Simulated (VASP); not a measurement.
**Hf: single point with RPBE+U**

Hf:

```
CELL_PARAMETERS angstrom
1.60161 -2.77408 0.00000
1.60161 2.77408 0.00000
0.00000 0.00000 5.07296
ATOMIC_POSITIONS crystal
Hf 0.66667 0.33333 0.25000
Hf 0.33333 0.66667 0.75000
```

| Quantity | Value |
| --- | --- |
| Program | VASP 6.6.1 |
| Task | single point |
| Functional | RPBE |
| Potentials or basis | VASP PAW PBE potentials, release 64 (Hf_pv) |
| Cutoff | 500 eV |
| k mesh | 12 × 12 × 7 |
| Occupations | fermi-dirac, width 0.1 eV |
| Spin | no spin polarisation |
| Hubbard terms | Hf d U = 6.0 eV |
| Dipole correction | no |
| Further INCAR settings | ALGO = Normal; EDIFF = 1e-06; NBANDS = 17 |

```json
{
  "Pressure": "22.6 GPa",
  "Band gap on the k mesh": "zero (bands 10 and 11 overlap by 2.32 eV)"
}
```

Stress tensor (GPa, compression positive):
```
22.80  0.00  0.00
 0.00 22.80  0.00
 0.00  0.00 22.29
```

Levels at points of the mesh, in eV from the Fermi level:
| k point | band 6 | band 7 | band 8 | band 9 | band 10 | band 11 | band 12 | band 13 | band 14 | band 15 |
| --- | --- | --- | --- | --- | --- | --- | --- | --- | --- | --- |
| (0.00, 0.00, 0.00) | -31.74 | -8.35 | -3.98 | -0.44 | 1.66 | 1.66 | 1.91 | 2.54 | 2.54 | 3.40 |
| (0.50, 0.00, 0.00) | -31.83 | -3.83 | -2.77 | -2.03 | -1.42 | 0.86 | 1.44 | 1.72 | 6.61 | 6.68 |

Eigenvalues of the final occupation matrices:
```csv
site,spin,trace,eigenvalues
site 1 d,1,0.64,0.11 0.11 0.14 0.14 0.15
site 1 d,2,0.64,0.11 0.11 0.14 0.14 0.15
site 2 d,1,0.64,0.11 0.11 0.14 0.14 0.15
site 2 d,2,0.64,0.11 0.11 0.14 0.14 0.15
```

Wall time 32 s on 1 thread of Intel(R) Xeon(R) Platinum 8375C CPU @ 2.90GHz (Ice Lake) (shared host), peak memory 0.19 GiB.

Caveat: the cell stands under pressure; the PAW data sets were made with another functional, which shifts forces and pressure a little; spin-orbit coupling is left out, which moves the levels of the heavy elements; U without spin polarisation on a metal has little footing; the U is typed as a test and isn't derived for this compound.
